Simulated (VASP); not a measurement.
# ScTeAs3 (P6/mmm) in VASP: single point with PBE

Aim: the single point of ScTeAs3 with PBE.

Everything below comes from runs of VASP 6.6.1. Logs are shortened: lines on timing, memory, paths and dates and some standing lists are left out, and cuts for length are marked.

### 1 The cell of the first run

The structure is hexagonal, space group P6/mmm (No. 191). The conventional cell has a = 5.870 Å, b = 5.870 Å, c = 5.301 Å, α = 90.00°, β = 90.00°, γ = 120.00°. Within 3.5 Å of Sc (site symmetry 6/mmm) lie 2 Te at 2.65 Å. Te (site symmetry 6/mmm) has 2 Sc at 2.65 Å and 6 As at 2.93 Å within 3.5 Å. Within 4.0 Å of As (site symmetry mmm) lie 4 As at 2.93 Å and 2 Te at 2.93 Å and 4 Sc at 3.95 Å.

### 2 Single point, PBE

POSCAR

```
ScTeAs3
1.0
    5.8696577724      0.0000000000      0.0000000000
   -2.9348288862      5.0832727424      0.0000000000
    0.0000000000      0.0000000000      5.3007495939
Sc Te As
1 1 3
Direct
    0.0000000000      0.0000000000      0.5000000000
    0.0000000000      0.0000000000      0.0000000000
    0.5000000000      0.0000000000      0.0000000000
    0.0000000000      0.5000000000      0.0000000000
    0.5000000000      0.5000000000      0.0000000000
```

INCAR.step1

```
SYSTEM = ScTeAs3
ALGO = Normal ; EDIFF = 1E-6
ENCUT = 520 ; GGA = PE
ISIF = 2 ; ISMEAR = 0
LASPH = .TRUE. ; LCHARG = .TRUE.
LMAXMIX = 4 ; LREAL = .FALSE.
LWAVE = .FALSE. ; NBANDS = 24
NELM = 80 ; PREC = Accurate
SIGMA = 0.1
```

KPOINTS.step1

```
k-points
0
G
  6 6 8
  0 0 0
```

INCAR.step2

```
SYSTEM = ScTeAs3
ALGO = Normal ; EDIFF = 1E-6
ENCUT = 520 ; GGA = PE
ICHARG = 11 ; ISIF = 2
ISMEAR = -5 ; LASPH = .TRUE.
LCHARG = .FALSE. ; LMAXMIX = 4
LORBIT = 11 ; LREAL = .FALSE.
LWAVE = .FALSE. ; NBANDS = 24
NEDOS = 2001 ; NELM = 80
PREC = Accurate ; SIGMA = 0.1
```

KPOINTS.step2

```
k-points
0
G
  9 9 12
  0 0 0
```

Potentials or basis: VASP PAW PBE potentials, release 64 (Sc_sv, Te, As).

The run is started by

```sh
$ cat potpaw_PBE.64/Sc_sv/POTCAR potpaw_PBE.64/Te/POTCAR potpaw_PBE.64/As/POTCAR > POTCAR
$ cp INCAR.step1 INCAR
$ cp KPOINTS.step1 KPOINTS
$ mpirun -np 1 vasp_std > vasp.out
$ cp INCAR.step2 INCAR
$ cp KPOINTS.step2 KPOINTS
$ mpirun -np 1 vasp_std > vasp.out
```

OUTCAR:

```text
SYSTEM = ScTeAs3
   EDIFF = 1E-6
   ENCUT = 520
   GGA = PE
   ICHARG = 11
   ISIF = 2
   ISMEAR = -5
   LASPH = .TRUE.
   LORBIT = 11
   LREAL = .FALSE.
   NELM = 80
   PREC = Accurate

 ion  position               nearest neighbor table
   1  0.000  0.000  0.500-   2 2.65   2 2.65
   2  0.000  0.000  0.000-   1 2.65   1 2.65   5 2.93   4 2.93   4 2.93   5 2.93   3 2.93   3 2.93

   3  0.500  0.000  0.000-   2 2.93   2 2.93
   4  0.000  0.500  0.000-   2 2.93   2 2.93
   5  0.500  0.500  0.000-   2 2.93   2 2.93

  LATTYP: Found a hexagonal cell.
 ALAT       =     5.8696577724
 C/A-ratio  =     0.9030764313

  Lattice vectors:

 A1 = (   5.8696577724,   0.0000000000,   0.0000000000)
 A2 = (  -2.9348288862,   5.0832727424,   0.0000000000)
 A3 = (   0.0000000000,   0.0000000000,   5.3007495939)

Analysis of symmetry for initial positions (statically):
=====================================================================
 Subroutine PRICEL returns:
 Original cell was already a primitive cell.

 Routine SETGRP: Setting up the symmetry group for a
 hexagonal supercell.

 Subroutine GETGRP returns: Found 24 space group operations
 (whereof 24 operations were pure point group operations)
 out of a pool of 24 trial point group operations.

The static configuration has the point symmetry D_6h.

Analysis of symmetry for dynamics (positions and initial velocities):
=====================================================================
 Subroutine PRICEL returns:
 Original cell was already a primitive cell.

 Routine SETGRP: Setting up the symmetry group for a
 hexagonal supercell.

 Subroutine GETGRP returns: Found 24 space group operations
 (whereof 24 operations were pure point group operations)
 out of a pool of 24 trial point group operations.

The dynamic configuration has the point symmetry D_6h.

 Subroutine INISYM returns: Found 24 space group operations
 (whereof 24 operations are pure point group operations),
 and found     1 'primitive' translations

----------------------------------------------------------------------------------------

                                     Primitive cell

  volume of cell :     158.1588

  direct lattice vectors                    reciprocal lattice vectors
     5.869657772  0.000000000  0.000000000     0.170367684  0.098361828  0.000000000
    -2.934828886  5.083272742  0.000000000     0.000000000  0.196723656  0.000000000
     0.000000000  0.000000000  5.300749594     0.000000000  0.000000000  0.188652564

  length of vectors
     5.869657772  5.869657772  5.300749594     0.196723656  0.196723656  0.188652564

  position of ions in fractional coordinates (direct lattice)
     0.000000000  0.000000000  0.500000000
     0.000000000  0.000000000  0.000000000
     0.500000000  0.000000000  0.000000000
     0.000000000  0.500000000  0.000000000
     0.500000000  0.500000000  0.000000000

  ion indices of the primitive-cell ions
   primitive index   ion index
                 1           1
                 2           2
                 3           3
                 4           4
                 5           5

----------------------------------------------------------------------------------------

 KPOINTS: k-points

Automatic generation of k-mesh.
 Grid dimensions read from file:
 generate k-points for:    9    9   12

 Generating k-lattice:

  Cartesian coordinates                     Fractional coordinates (reciprocal lattice)
     0.018929743  0.010929092  0.000000000     0.111111111  0.000000000  0.000000000
     0.000000000  0.021858184  0.000000000     0.000000000  0.111111111  0.000000000
     0.000000000  0.000000000  0.015721047     0.000000000  0.000000000  0.083333333

  Length of vectors
     0.021858184  0.021858184  0.015721047

  Shift w.r.t. Gamma in fractional coordinates (k-lattice)
     0.000000000  0.000000000  0.000000000

 TETIRR: Found    984 inequivalent tetrahedra from     5832

 Subroutine IBZKPT returns following result:
 ===========================================

 Found     84 irreducible k-points:

 Following reciprocal coordinates:
            Coordinates               Weight
  0.000000  0.000000  0.000000      1.000000
  0.111111  0.000000  0.000000      6.000000
  0.222222  0.000000  0.000000      6.000000
  0.333333  0.000000  0.000000      6.000000
  0.444444  0.000000  0.000000      6.000000
  0.111111  0.111111  0.000000      6.000000
[... 16 lines left out ...]
  0.333333  0.222222  0.083333     24.000000
  0.333333  0.333333  0.083333      4.000000
 [... further k-points ...]
   k-points           NKPTS =     84   k-points in BZ     NKDIM =     84   number of bands    NBANDS=     24
   number of dos      NEDOS =   2001   number of ions     NIONS =      5
   total plane-waves  NPLWV =  92160
   dimension x,y,z NGX =    48 NGY =   48 NGZ =   40
   dimension x,y,z NGXF=    96 NGYF=   96 NGZF=   80
   ions per type =               1   1   3
   NGX,Y,Z   is equivalent  to a cutoff of  13.60, 13.60, 12.55 a.u.
   NGXF,Y,Z  is equivalent  to a cutoff of  27.19, 27.19, 25.09 a.u.
 SYSTEM =  ScTeAs3
   PREC   = accura    normal or accurate (medium, high low for compatibility)
   ISTART =      0    job   : 0-new  1-cont  2-samecut
   ICHARG =     11    charge: 1-file 2-atom 10-const
   ISPIN  =      1    spin polarized calculation?
   LNONCOLLINEAR =      F non collinear calculations
   LSORBIT =      F    spin-orbit coupling
   LASPH  =      T    aspherical Exc in radial PAW
   ENCUT  =  520.0 eV  38.22 Ry    6.18 a.u.  10.91 10.91  9.86*2*pi/ulx,y,z
   NELM   =     80;   NELMIN=  2; NELMDL=  0     # of ELM steps
   EDIFF  = 0.1E-05   stopping-criterion for ELM
   LREAL  =      F    real-space projection
   EDIFFG = 0.1E-04   stopping-criterion for IOM
   NSW    =      0    number of steps for IOM
   IBRION =     -1    ionic relax: 0-MD 1-quasi-New 2-CG
   NFREE  =      0    steps in history (QN), initial steepest desc. (CG)
   ISIF   =      2    stress and relaxation
   ISYM   =      2    0-nonsym 1-usesym 2-fastsym
   POTIM  = 0.5000    time-step for ionic-motion
   TEBEG  =    0.0;   TEEND  =   0.0 temperature during run
   PSTRESS=    0.0 pullay stress
   NELECT =      32.0000    total number of electrons
   NUPDOWN=      -1.0000    fix difference up-down
   EMIN   =  10.00;   EMAX   =-10.00  energy-range for DOS
   EFERMI =   0.00;   METHOD = LEGACY
   ISMEAR =    -5;   SIGMA  =   0.10  broadening in eV -4-tet -1-fermi 0-gaus
   EFERMI_NEDOS =   21; number of points for ismear=-14 and -15
   IALGO  =     38    algorithm
   IMIX   =      4    mixing-type and parameters
     AMIX     =   0.40;   BMIX     =  1.00
     AMIX_MAG =   1.60;   BMIX_MAG =  1.00
  volume/ion in A,a.u.               =      31.63       213.46
  Fermi-wavevector in a.u.,A,eV,Ry     =   0.961082  1.816181 12.567404  0.923678
  Thomas-Fermi vector in A             =   2.090422
   LORBIT       =     11    0 simple, 1 ext, 2 COOP (PROOUT), +10 PAW based schemes
   GGA     = PE    functional components
   LHFCALC =     F    Hartree Fock is set to
   AEXX    =    0.0000 exact exchange contribution
   IVDW    =     0    specifies the selected vdW correction
   LEPSILON=     F    determine dielectric tensor
   LRPA    =     F    only Hartree local field effects (RPA)
 non-spin polarized calculation
 Fermi weights with tetrahedron method with Bloechl corrections
  energy-cutoff  :      520.00
  volume of cell :      158.16
 maximum number of plane-waves:      4302
 NGX is ok and might be reduce to    48

 number of electron      32.0000003 magnetization

 Free energy of the ion-electron system (eV)
  ---------------------------------------------------
  ext. energy  EPLUGINS =         0.00000000
  ---------------------------------------------------
  free energy    TOTEN  =       -20.51044155 eV

  energy without entropy =      -20.51044155  energy(sigma->0) =      -20.51044155

 E-fermi :   3.2556     XC(G=0):  -8.3910

 val. band max:        3.2808650866   @ k =   0.0000   0.0000   0.1667
 cond. band min:       3.1801642110   @ k =   0.3333   0.3333   0.3333
 fundamental gap:     -0.1007008756
 Fermi energy:         3.2555583714

 k-point     1 :       0.0000    0.0000    0.0000
  band No.  band energies     occupation
      1     -47.5860      2.00000
      2     -26.3180      2.00000
      3     -26.3180      2.00000
      4     -26.0761      2.00000
      5     -10.6011      2.00000
      6      -6.8108      2.00000
[... 16 lines left out ...]
     23       5.9599      0.00000
     24       5.9599      0.00000

 k-point     2 :       0.1111    0.0000    0.0000
  band No.  band energies     occupation
      1     -47.5860      2.00000
      2     -26.3180      2.00000
      3     -26.3180      2.00000
      4     -26.0761      2.00000
      5     -10.5414      2.00000
      6      -6.9649      2.00000
[... 16 lines left out ...]
     23       5.5357      0.00000
     24       5.9605      0.00000

 k-point     3 :       0.2222    0.0000    0.0000
  band No.  band energies     occupation
      1     -47.5860      2.00000
      2     -26.3180      2.00000
      3     -26.3180      2.00000
      4     -26.0761      2.00000
      5     -10.3674      2.00000
      6      -7.4285      2.00000
[... 16 lines left out ...]
     23       5.0802      0.00000
     24       6.1443      0.00000
[... 514 lines left out ...]
 k-point    23 :       0.3333    0.2222    0.0833
  band No.  band energies     occupation
      1     -47.5860      2.00000
      2     -26.3180      2.00000
      3     -26.3180      2.00000
      4     -26.0760      2.00000
      5      -9.7137      2.00000
      6      -8.3131      2.00000
[... 16 lines left out ...]
     23       4.5912      0.00000
     24       5.3687      0.00000

 k-point    24 :       0.3333    0.3333    0.0833
  band No.  band energies     occupation
      1     -47.5860      2.00000
      2     -26.3180      2.00000
      3     -26.3180      2.00000
      4     -26.0760      2.00000
      5      -9.6220      2.00000
      6      -8.1264      2.00000
[... 16 lines left out ...]
     23       5.0050      0.00000
     24       5.0069      0.00000

 [... further k-points ...]
[... 5 lines left out ...]
  --------------------------------------------------------------------------------------
  -------------------------------------------------------------------------------------
  Total        0.6812906      0.6812906     -1.1020985      0.0000000      0.0000000      0.0000000
  in kB        6.9015957      6.9015957    -11.1644543      0.0000000      0.0000000      0.0000000
  external PRESSURE =       0.8795790 kB  Pullay stress =       0.0000000 kB

 VOLUME and BASIS-vectors are now :
 -----------------------------------------------------------------------------
  energy-cutoff  :      520.00
  volume of cell :      158.16
      direct lattice vectors                 reciprocal lattice vectors
     5.869657772  0.000000000  0.000000000     0.170367684  0.098361828  0.000000000
    -2.934828886  5.083272742  0.000000000     0.000000000  0.196723656  0.000000000
     0.000000000  0.000000000  5.300749594     0.000000000  0.000000000  0.188652564

 POSITION                                       TOTAL-FORCE (eV/Angst)
 -----------------------------------------------------------------------------------
      0.00000      0.00000      2.65037        -0.000000      0.000000      0.000000
      0.00000      0.00000      0.00000         0.000000      0.000000      0.000000
      2.93483      0.00000      0.00000         0.000000      0.000000      0.000000
     -1.46741      2.54164      0.00000         0.000000      0.000000      0.000000
      1.46741      2.54164      0.00000        -0.000000      0.000000      0.000000
 -----------------------------------------------------------------------------------
    total drift:                                0.000000      0.000000      0.000000

  FREE ENERGIE OF THE ION-ELECTRON SYSTEM (eV)
  ---------------------------------------------------
  free  energy   TOTEN  =       -20.5104415464 eV

  energy  without entropy=      -20.5104415464  energy(sigma->0) =      -20.51044155

 total charge

# of ion       s       p       d       tot
------------------------------------------
    1        2.127   6.070   1.141   9.338
    2        1.402   1.962   0.105   3.468
    3        1.330   1.240   0.032   2.602
    4        1.330   1.240   0.032   2.602
    5        1.330   1.240   0.032   2.602
--------------------------------------------------
tot          7.520  11.752   1.341  20.613
```

Wall time 4.3 min (1 thread of Intel Xeon Platinum 8559C (Emerald Rapids), shared host); peak memory 0.51 GiB.

What came out:

| Item | Value |
| --- | --- |
| Valence electrons inside the program's atomic spheres | Sc 9.34; Te 3.47; As 2.60 |

Levels at points of the mesh, in eV from the Fermi level:
```csv
k point,band 14,band 15,band 16,band 17,band 18,band 19
"(0.00, 0.00, 0.00)",-0.03,0.15,0.15,0.40,0.40,0.75
"(0.00, 0.00, 0.50)",-0.50,-0.50,0.81,0.81,1.48,1.48
```

Caveat: spin-orbit coupling is left out, which moves the levels of the heavy elements; tetrahedron occupations give inexact forces and stress in metals.
